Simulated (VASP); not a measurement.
A run of VASP 6.6.1 is set up as follows.

File POSCAR:

```
InP
1.0
    0.0000000000      2.9252079862      2.9252079862
    2.9252079862      0.0000000000      2.9252079862
    2.9252079862      2.9252079862      0.0000000000
In P
1 1
Direct
    0.0000000000      0.0000000000      0.0000000000
    0.7500000000      0.7500000000      0.7500000000
```

The input INCAR.step1:

```
ALGO = Normal ; EDIFF = 1E-5
ENCUT = 520 ; GGA = PE
ISIF = 2 ; ISMEAR = -1
LASPH = True ; LREAL = False
LWAVE = True ; NBANDS = 16
NELM = 60 ; PREC = Accurate
SIGMA = 0.05
```

Contents of INCAR.step2:

```
AEXX = 0.25 ; ALGO = Normal
EDIFF = 1E-7 ; ENCUT = 520
GGA = PS ; ISIF = 2
ISMEAR = -1 ; ISTART = 1
LASPH = True ; LCHARG = True
LELF = True ; LHFCALC = True
LREAL = False ; LVHAR = True
LWAVE = False ; NBANDS = 16
NELM = 60 ; PREC = Accurate
PRECFOCK = Normal ; SIGMA = 0.05
```

Contents of KPOINTS:

```
k-points
0
Gamma
  4 4 4
```

Potentials or basis: VASP PAW PBE potentials, release 64 (In_d, P).

The run is started by

```bash
$ cat potpaw_PBE.64/In_d/POTCAR potpaw_PBE.64/P/POTCAR > POTCAR
$ cp INCAR.step1 INCAR
$ mpirun -np 1 vasp_std > vasp.out
$ cp INCAR.step2 INCAR
$ mpirun -np 1 vasp_std > vasp.out
```

(1) Estimate the pressure.

(2) What does it give for the band gap on the k mesh?

Answers

(1) -0.2 GPa.

(2) 2.18 eV, direct.

Caveat: the k points lie up to 0.47 Å⁻¹ apart; the PAW data sets were made with another functional, which shifts forces and pressure a little; spin-orbit coupling is left out, which moves the levels of the heavy elements.
